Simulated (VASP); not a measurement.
# I (Cmce) in VASP: settings compared

Aim: see how the results for I move with the level of theory and the settings. Levels: PBE, r2SCAN. Tasks: single point.

Everything below comes from runs of VASP 6.6.1. Logs are shortened: lines on timing, memory, paths and dates and some standing lists are left out, and cuts for length are marked.

## (1) The cell of the first run

Symmetry: Cmce, No. 64, orthorhombic system. The conventional cell has a = 7.413 Å, b = 4.884 Å, c = 9.986 Å, α = 90.00°, β = 90.00°, γ = 90.00°. I (site symmetry m) has 1 I at 2.73 Å within 3.6 Å.

## (2) Single point, PBE (volume scaled by 1.06)

Input file INCAR:

```
ALGO = Normal
EDIFF = 1E-6
ENCUT = 520
GGA = PE
ISIF = 2
ISMEAR = -1
LASPH = True
LCHARG = False
LREAL = False
LWAVE = False
NBANDS = 22
NELM = 100
PREC = Accurate
SIGMA = 0.05
```

Input file KPOINTS:

```
k-points
0
Gamma
  7 7 3
```

Input file POSCAR:

```
I
1.0
    3.7063282960     -2.4419931020      0.0000000000
    3.7063282960      2.4419931020      0.0000000000
    0.0000000000      0.0000000000      9.9855169996
I
4
Direct
    0.6493000000      0.3507000000      0.3844000000
    0.1493000000      0.8507000000      0.1156000000
    0.3507000000      0.6493000000      0.6156000000
    0.8507000000      0.1493000000      0.8844000000
```

Potentials or basis: VASP PAW PBE potentials, release 64 (I).

Command:

```
> cat potpaw_PBE.64/I/POTCAR > POTCAR
> mpirun -np 1 vasp_std > vasp.out
```

OUTCAR:

```text
EDIFF = 1E-6
   ENCUT = 520
   GGA = PE
   ISIF = 2
   ISMEAR = -1
   LASPH = True
   LREAL = False
   NELM = 100
   PREC = Accurate

 ion  position               nearest neighbor table
   1  0.649  0.351  0.384-   3 2.73
   2  0.149  0.851  0.116-   4 2.73
   3  0.351  0.649  0.616-   1 2.73
   4  0.851  0.149  0.884-   2 2.73

  LATTYP: Found a base centered orthorhombic cell.
 ALAT       =     4.8839862040
 B/A-ratio  =     1.5177472422
 C/A-ratio  =     2.0445424255

  Lattice vectors:

 A1 = (  -3.7063282960,  -2.4419931020,   0.0000000000)
 A2 = (   3.7063282960,  -2.4419931020,   0.0000000000)
 A3 = (   0.0000000000,   0.0000000000,   9.9855169996)

Analysis of symmetry for initial positions (statically):
=====================================================================
 Subroutine PRICEL returns:
 Original cell was already a primitive cell.

 Routine SETGRP: Setting up the symmetry group for a
 base centered orthorhombic supercell.

 Subroutine GETGRP returns: Found  8 space group operations
 (whereof  4 operations were pure point group operations)
 out of a pool of  8 trial point group operations.

The static configuration has the point symmetry C_2h.
 The point group associated with its full space group is D_2h.

Analysis of symmetry for dynamics (positions and initial velocities):
=====================================================================
 Subroutine PRICEL returns:
 Original cell was already a primitive cell.

 Routine SETGRP: Setting up the symmetry group for a
 base centered orthorhombic supercell.

 Subroutine GETGRP returns: Found  8 space group operations
 (whereof  4 operations were pure point group operations)
 out of a pool of  8 trial point group operations.

The dynamic configuration has the point symmetry C_2h.
 The point group associated with its full space group is D_2h.

 Subroutine INISYM returns: Found  8 space group operations
 (whereof  4 operations are pure point group operations),
 and found     1 'primitive' translations

----------------------------------------------------------------------------------------

                                     Primitive cell

  volume of cell :     180.7544

  direct lattice vectors                    reciprocal lattice vectors
     3.706328296 -2.441993102  0.000000000     0.134904401 -0.204750783  0.000000000
     3.706328296  2.441993102  0.000000000     0.134904401  0.204750783  0.000000000
     0.000000000  0.000000000  9.985517000     0.000000000  0.000000000  0.100145040

  length of vectors
     4.438490706  4.438490706  9.985517000     0.245198044  0.245198044  0.100145040

  position of ions in fractional coordinates (direct lattice)
     0.649300000  0.350700000  0.384400000
     0.149300000  0.850700000  0.115600000
     0.350700000  0.649300000  0.615600000
     0.850700000  0.149300000  0.884400000

  ion indices of the primitive-cell ions
   primitive index   ion index
                 1           1
                 2           2
                 3           3
                 4           4

----------------------------------------------------------------------------------------

 KPOINTS: k-points

Automatic generation of k-mesh.
 Grid dimensions read from file:
 generate k-points for:    7    7    3

 Generating k-lattice:

  Cartesian coordinates                     Fractional coordinates (reciprocal lattice)
     0.019272057 -0.029250112  0.000000000     0.142857143  0.000000000  0.000000000
     0.019272057  0.029250112  0.000000000     0.000000000  0.142857143  0.000000000
     0.000000000  0.000000000  0.033381680     0.000000000  0.000000000  0.333333333

  Length of vectors
     0.035028292  0.035028292  0.033381680

  Shift w.r.t. Gamma in fractional coordinates (k-lattice)
     0.000000000  0.000000000  0.000000000

 Subroutine IBZKPT returns following result:
 ===========================================

 Found     32 irreducible k-points:

 Following reciprocal coordinates:
            Coordinates               Weight
  0.000000  0.000000  0.000000      1.000000
  0.142857  0.000000  0.000000      4.000000
  0.285714  0.000000  0.000000      4.000000
  0.428571 -0.000000  0.000000      4.000000
  0.142857  0.142857  0.000000      2.000000
  0.285714  0.142857  0.000000      4.000000
[... 16 lines left out ...]
  0.428571  0.142857  0.333333      8.000000
 -0.428571  0.142857  0.333333      8.000000
 [... further k-points ...]
   k-points           NKPTS =     32   k-points in BZ     NKDIM =     32   number of bands    NBANDS=     22
   number of dos      NEDOS =    301   number of ions     NIONS =      4
   total plane-waves  NPLWV = 103680
   dimension x,y,z NGX =    36 NGY =   36 NGZ =   80
   dimension x,y,z NGXF=    72 NGYF=   72 NGZF=  160
   ions per type =               4
   NGX,Y,Z   is equivalent  to a cutoff of  13.48, 13.48, 13.32 a.u.
   NGXF,Y,Z  is equivalent  to a cutoff of  26.97, 26.97, 26.64 a.u.
 SYSTEM =  unknown system
   PREC   = accura    normal or accurate (medium, high low for compatibility)
   ISTART =      0    job   : 0-new  1-cont  2-samecut
   ICHARG =      2    charge: 1-file 2-atom 10-const
   ISPIN  =      1    spin polarized calculation?
   LNONCOLLINEAR =      F non collinear calculations
   LSORBIT =      F    spin-orbit coupling
   LASPH  =      T    aspherical Exc in radial PAW
   ENCUT  =  520.0 eV  38.22 Ry    6.18 a.u.   8.25  8.25 18.57*2*pi/ulx,y,z
   NELM   =    100;   NELMIN=  2; NELMDL= -5     # of ELM steps
   EDIFF  = 0.1E-05   stopping-criterion for ELM
   LREAL  =      F    real-space projection
   EDIFFG = 0.1E-04   stopping-criterion for IOM
   NSW    =      0    number of steps for IOM
   IBRION =     -1    ionic relax: 0-MD 1-quasi-New 2-CG
   NFREE  =      0    steps in history (QN), initial steepest desc. (CG)
   ISIF   =      2    stress and relaxation
   ISYM   =      2    0-nonsym 1-usesym 2-fastsym
   POTIM  = 0.5000    time-step for ionic-motion
   TEBEG  =    0.0;   TEEND  =   0.0 temperature during run
   PSTRESS=    0.0 pullay stress
   NELECT =      28.0000    total number of electrons
   NUPDOWN=      -1.0000    fix difference up-down
   EMIN   =  10.00;   EMAX   =-10.00  energy-range for DOS
   EFERMI =   0.00;   METHOD = LEGACY
   ISMEAR =    -1;   SIGMA  =   0.05  broadening in eV -4-tet -1-fermi 0-gaus
   EFERMI_NEDOS =   21; number of points for ismear=-14 and -15
   IALGO  =     38    algorithm
   IMIX   =      4    mixing-type and parameters
     AMIX     =   0.40;   BMIX     =  1.00
     AMIX_MAG =   1.60;   BMIX_MAG =  1.00
  volume/ion in A,a.u.               =      45.19       304.95
  Fermi-wavevector in a.u.,A,eV,Ry     =   0.879221  1.661486 10.517698  0.773029
  Thomas-Fermi vector in A             =   1.999415
   LORBIT       =      0    0 simple, 1 ext, 2 COOP (PROOUT), +10 PAW based schemes
   GGA     = PE    functional components
   LHFCALC =     F    Hartree Fock is set to
   AEXX    =    0.0000 exact exchange contribution
   IVDW    =     0    specifies the selected vdW correction
   LEPSILON=     F    determine dielectric tensor
   LRPA    =     F    only Hartree local field effects (RPA)
 non-spin polarized calculation
  energy-cutoff  :      520.00
  volume of cell :      180.75
 maximum number of plane-waves:      4881
 NGX is ok and might be reduce to    36
   NGX = 17   NGY = 17   NGZ = 37

 number of electron      27.9999999 magnetization

 Free energy of the ion-electron system (eV)
  ---------------------------------------------------
  ext. energy  EPLUGINS =         0.00000000
  ---------------------------------------------------
  free energy    TOTEN  =        -5.95166055 eV

  energy without entropy =       -5.95165923  energy(sigma->0) =       -5.95165989

 E-fermi :   2.5425     XC(G=0):  -7.7657

 val. band max:        1.9337174979   @ k =   0.0000   0.0000   0.0000
 cond. band min:       3.1448288878   @ k =   0.4286   0.4286   0.0000
 fundamental gap:      1.2111113899
 Fermi energy:         2.5425193076

 k-point     1 :       0.0000    0.0000    0.0000
  band No.  band energies     occupation
      1     -11.3324      2.00000
      2     -10.9208      2.00000
      3      -9.4495      2.00000
      4      -8.6460      2.00000
      5      -2.3214      2.00000
      6      -1.1325      2.00000
[... 14 lines left out ...]
     21       9.2708      0.00000
     22       9.5280      0.00000

 k-point     2 :       0.1429    0.0000    0.0000
  band No.  band energies     occupation
      1     -11.2779      2.00000
      2     -10.9006      2.00000
      3      -9.4088      2.00000
      4      -8.6885      2.00000
      5      -2.3104      2.00000
      6      -1.2706      2.00000
[... 14 lines left out ...]
     21       9.0973      0.00000
     22       9.3943      0.00000

 k-point     3 :       0.2857    0.0000    0.0000
  band No.  band energies     occupation
      1     -11.1376      2.00000
      2     -10.8653      2.00000
      3      -9.2993      2.00000
      4      -8.8082      2.00000
      5      -2.3137      2.00000
      6      -1.6724      2.00000
[... 14 lines left out ...]
     21       9.3865      0.00000
     22       9.9951      0.00000

 k-point     4 :       0.4286   -0.0000    0.0000
  band No.  band energies     occupation
      1     -10.9771      2.00000
      2     -10.8763      2.00000
      3      -9.1476      2.00000
      4      -8.9750      2.00000
      5      -2.2987      2.00000
      6      -2.0948      2.00000
[... 14 lines left out ...]
     21       9.8389      0.00000
     22      10.4902      0.00000

 k-point     5 :       0.1429    0.1429    0.0000
  band No.  band energies     occupation
      1     -11.2853      2.00000
      2     -10.8863      2.00000
      3      -9.4103      2.00000
      4      -8.6390      2.00000
      5      -2.2804      2.00000
      6      -1.1835      2.00000
[... 14 lines left out ...]
     21       9.4668      0.00000
     22       9.5528      0.00000

 k-point     6 :       0.2857    0.1429    0.0000
  band No.  band energies     occupation
      1     -11.1969      2.00000
      2     -10.8450      2.00000
      3      -9.3418      2.00000
      4      -8.6822      2.00000
      5      -2.2501      2.00000
      6      -1.3655      2.00000
[... 14 lines left out ...]
     21       9.0962      0.00000
     22       9.7920      0.00000

 k-point     7 :       0.4286    0.1429    0.0000
  band No.  band energies     occupation
      1     -11.0559      2.00000
      2     -10.8229      2.00000
      3      -9.2293      2.00000
      4      -8.8183      2.00000
      5      -2.2636      2.00000
      6      -1.7880      2.00000
[... 324 lines left out ...]
      6      -1.9919      2.00000
[... 14 lines left out ...]
     21      10.1583      0.00000
     22      10.4514      0.00000

 k-point    21 :       0.1429    0.1429    0.3333
  band No.  band energies     occupation
      1     -11.2061      2.00000
      2     -11.0129      2.00000
      3      -9.1977      2.00000
      4      -8.8189      2.00000
      5      -2.0520      2.00000
      6      -1.5326      2.00000
[... 14 lines left out ...]
     21       9.4338      0.00000
     22       9.4572      0.00000

 k-point    22 :       0.2857    0.1429    0.3333
  band No.  band energies     occupation
      1     -11.1253      2.00000
      2     -10.9537      2.00000
      3      -9.1609      2.00000
      4      -8.8358      2.00000
      5      -2.0730      2.00000
      6      -1.6518      2.00000
[... 14 lines left out ...]
     21       9.2422      0.00000
     22       9.2961      0.00000

 k-point    23 :       0.4286    0.1429    0.3333
  band No.  band energies     occupation
      1     -11.0051      2.00000
      2     -10.8899      2.00000
      3      -9.1197      2.00000
      4      -8.9155      2.00000
      5      -2.1283      2.00000
      6      -1.8417      2.00000
[... 14 lines left out ...]
     21       9.3210      0.00000
     22       9.6242      0.00000

 k-point    24 :      -0.4286    0.1429    0.3333
  band No.  band energies     occupation
      1     -10.9181      2.00000
      2     -10.8907      2.00000
      3      -9.0738      2.00000
      4      -9.0282      2.00000
      5      -2.0896      2.00000
      6      -2.0224      2.00000
[... 14 lines left out ...]
     21       9.9760      0.00000
     22      10.3492      0.00000

 [... further k-points ...]
[... 5 lines left out ...]
  --------------------------------------------------------------------------------------
  -------------------------------------------------------------------------------------
  Total        1.0028973     -0.0456450      0.0452426      0.0000000      0.0000000      0.0000000
  in kB        8.8895168     -0.4045901      0.4010226      0.0000000      0.0000000      0.0000000
  external PRESSURE =       2.9619831 kB  Pullay stress =       0.0000000 kB

 VOLUME and BASIS-vectors are now :
 -----------------------------------------------------------------------------
  energy-cutoff  :      520.00
  volume of cell :      180.75
      direct lattice vectors                 reciprocal lattice vectors
     3.706328296 -2.441993102  0.000000000     0.134904401 -0.204750783  0.000000000
     3.706328296  2.441993102  0.000000000     0.134904401  0.204750783  0.000000000
     0.000000000  0.000000000  9.985517000     0.000000000  0.000000000  0.100145040

 POSITION                                       TOTAL-FORCE (eV/Angst)
 -----------------------------------------------------------------------------------
      3.70633     -0.72918      3.83843         0.000000     -0.105626     -0.354132
      3.70633      1.71281      1.15433         0.000000     -0.105626      0.354132
      3.70633      0.72918      6.14708         0.000000      0.105626      0.354132
      3.70633     -1.71281      8.83119         0.000000      0.105626     -0.354132
 -----------------------------------------------------------------------------------
    total drift:                               -0.000000     -0.000000     -0.000000

  FREE ENERGIE OF THE ION-ELECTRON SYSTEM (eV)
  ---------------------------------------------------
  free  energy   TOTEN  =        -5.9516605463 eV

  energy  without entropy=       -5.9516592347  energy(sigma->0) =       -5.95165989
```

It took 69 s on 1 thread of Intel Xeon 6975P-C (Granite Rapids), shared host; peak memory 0.33 GiB.

What came out:

* Free energy: -5.9517 eV
* Pressure: 0.3 GPa
* Largest force: 0.370 eV/Å
* Band gap on the k mesh: 1.21 eV, indirect (least direct gap 1.27 eV)

Forces on the atoms (eV/Å):
```
I    0.000 -0.106 -0.354
I    0.000 -0.106  0.354
I    0.000  0.106  0.354
I    0.000  0.106 -0.354
```

Stress tensor (GPa, compression positive):
```
 0.89  0.00  0.00
 0.00 -0.04  0.00
 0.00  0.00  0.04
```

Caveat: the cell differs from its parent crystal (volume scaled by 1.06); spin-orbit coupling is left out, which moves the levels of the heavy elements. A k mesh can miss the band edges.

## (3) Single point, r2SCAN

This run uses another cell than the first one, of 40.07 Å³/atom, 0.887 times its volume.

Input file POSCAR:

```
I
1.0
    3.5608297907     -2.3461283221      0.0000000000
    3.5608297907      2.3461283221      0.0000000000
    0.0000000000      0.0000000000      9.5935177805
I
4
Direct
    0.6493000000      0.3507000000      0.3844000000
    0.1493000000      0.8507000000      0.1156000000
    0.3507000000      0.6493000000      0.6156000000
    0.8507000000      0.1493000000      0.8844000000
```

Input file INCAR.step1:

```
SYSTEM = I
PREC = Accurate
ENCUT = 520
ISMEAR = -1
SIGMA = 0.05
LREAL = .FALSE.
LASPH = .TRUE.
NELM = 100
NBANDS = 22
GGA = PE
ALGO = Normal
EDIFF = 1E-4
LWAVE = .TRUE.
LCHARG = .FALSE.
```

Input file INCAR.step2:

```
SYSTEM = I
PREC = Accurate
ENCUT = 520
EDIFF = 1E-6
ISMEAR = -1
SIGMA = 0.05
LREAL = .FALSE.
LASPH = .TRUE.
NELM = 100
ALGO = Normal
ISIF = 2
LWAVE = .FALSE.
LCHARG = .FALSE.
METAGGA = R2SCAN
LMIXTAU = .TRUE.
NBANDS = 22
ISTART = 1
```

Input file KPOINTS:

```
regular mesh
0
G
  7 7 3
  0 0 0
```

Potentials or basis: VASP PAW PBE potentials, release 64 (I).

Command:

```
> cat potpaw_PBE.64/I/POTCAR > POTCAR
> cp INCAR.step1 INCAR
> mpirun -np 1 vasp_std > vasp.out
> cp INCAR.step2 INCAR
> mpirun -np 1 vasp_std > vasp.out
```

OUTCAR:

```text
SYSTEM = I
   PREC = Accurate
   ENCUT = 520
   EDIFF = 1E-6
   ISMEAR = -1
   LREAL = .FALSE.
   LASPH = .TRUE.
   NELM = 100
   ISIF = 2
   METAGGA = R2SCAN
   ISTART = 1

 ion  position               nearest neighbor table
   1  0.649  0.351  0.384-   3 2.62   2 3.49   2 3.49
   2  0.149  0.851  0.116-   4 2.62   1 3.49   1 3.49
   3  0.351  0.649  0.616-   1 2.62   4 3.49   4 3.49
   4  0.851  0.149  0.884-   2 2.62   3 3.49   3 3.49

  LATTYP: Found a base centered orthorhombic cell.
 ALAT       =     4.6922566442
 B/A-ratio  =     1.5177472422
[... 792 lines left out ...]
     22      12.0738      0.00000

 [... further k-points ...]
[... 5 lines left out ...]
  --------------------------------------------------------------------------------------
  -------------------------------------------------------------------------------------
  Total        1.1677170      2.8408153      5.7601405      0.0000000      0.0000000      0.0000000
  in kB       11.6717864     28.3950555     57.5748487      0.0000000      0.0000000      0.0000000
  external PRESSURE =      32.5472302 kB  Pullay stress =       0.0000000 kB

 VOLUME and BASIS-vectors are now :
 -----------------------------------------------------------------------------
  energy-cutoff  :      520.00
  volume of cell :      160.29
      direct lattice vectors                 reciprocal lattice vectors
     3.560829791 -2.346128322  0.000000000     0.140416709 -0.213117073  0.000000000
     3.560829791  2.346128322  0.000000000     0.140416709  0.213117073  0.000000000
     0.000000000  0.000000000  9.593517780     0.000000000  0.000000000  0.104237051

 POSITION                                       TOTAL-FORCE (eV/Angst)
 -----------------------------------------------------------------------------------
      3.56083     -0.70055      3.68775         0.000000     -0.661306     -1.035428
      3.56083      1.64557      1.10901         0.000000     -0.661306      1.035428
      3.56083      0.70055      5.90577         0.000000      0.661306      1.035428
      3.56083     -1.64557      8.48451         0.000000      0.661306     -1.035428
 -----------------------------------------------------------------------------------
    total drift:                               -0.000000     -0.000000     -0.000000

  FREE ENERGIE OF THE ION-ELECTRON SYSTEM (eV)
  ---------------------------------------------------
  free  energy   TOTEN  =       -98.0128300245 eV

  energy  without entropy=      -98.0128300109  energy(sigma->0) =      -98.01283002
```

Wall time 4 min (1 thread of Intel Xeon 6975P-C, shared host); peak memory 0.32 GiB.

What came out:

```
Free energy            : -98.0128 eV
Pressure               : 3.3 GPa
Largest force          : 1.229 eV/Å
Band gap on the k mesh : 1.72 eV, indirect (least direct gap 1.85 eV)
```

Forces on the atoms (eV/Å):
```
I    0.000 -0.661 -1.035
I    0.000 -0.661  1.035
I    0.000  0.661  1.035
I    0.000  0.661 -1.035
```

Caveat: the PAW data sets were made with another functional, which shifts forces and pressure a little; spin-orbit coupling is left out, which moves the levels of the heavy elements.
